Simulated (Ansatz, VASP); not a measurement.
# Two plane-wave programs on Al

Contents of INCAR:

```
SYSTEM = Al
PREC = Accurate
ENCUT = 600
EDIFF = 1E-7
ISMEAR = -1
SIGMA = 0.1
LREAL = .FALSE.
LASPH = .TRUE.
NELM = 60
ALGO = Normal
ISIF = 3
LWAVE = .FALSE.
LCHARG = .FALSE.
GGA = PE
IBRION = 2
NSW = 80
EDIFFG = -0.005
```

KPOINTS

```
Automatic mesh
0
G
  16 16 16
  0 0 0
```

File POSCAR:

```
Al
1.0
    0.0000000000      2.0248050000      2.0248050000
    2.0248050000      0.0000000000      2.0248050000
    2.0248050000      2.0248050000      0.0000000000
Al
1
Direct
    0.0000000000      0.0000000000      0.0000000000
```

Input for Ansatz:

```yaml
crystal:
  lattice:
    - [0.0, 2.024805, 2.024805]
    - [2.024805, 0.0, 2.024805]
    - [2.024805, 2.024805, 0.0]
  atoms:
    - { symbol: Al, position: [0.0, 0.0, 0.0] }
kpoints:
  mp_grid:
    grid: [16, 16, 16]
hamiltonian:
  xc: pbe
  dispersion: none
scf:
  occupations:
    method: fermi_dirac
relax:
  f_tol: 0.005
  cell: {}
```

Alike in both runs: task relaxation of cell and atoms; functional PBE; k mesh 16 × 16 × 16; no spin polarisation.

|  | VASP | Ansatz |
| --- | --- | --- |
| version | VASP 6.6.1 | Ansatz 0.2.0 |
| potentials or method | VASP PAW PBE potentials, release 64 (Al) | plane waves, PAW |
| plane-wave cutoff (eV) | 600 | 420 |
| occupations | fermi-dirac, width 0.1 eV | fermi-dirac |
| valence electrons in the cell | 3 | 3 |

VASP gave:

```
relaxed volume (Å³/atom)                                     : 16.49
relaxed cell length with the largest relative difference (Å) : 2.857
```

Q: Estimate Ansatz's values.

A: Relaxed volume (Å³/atom): 16.50; relaxed cell length with the largest relative difference (Å): 2.858.
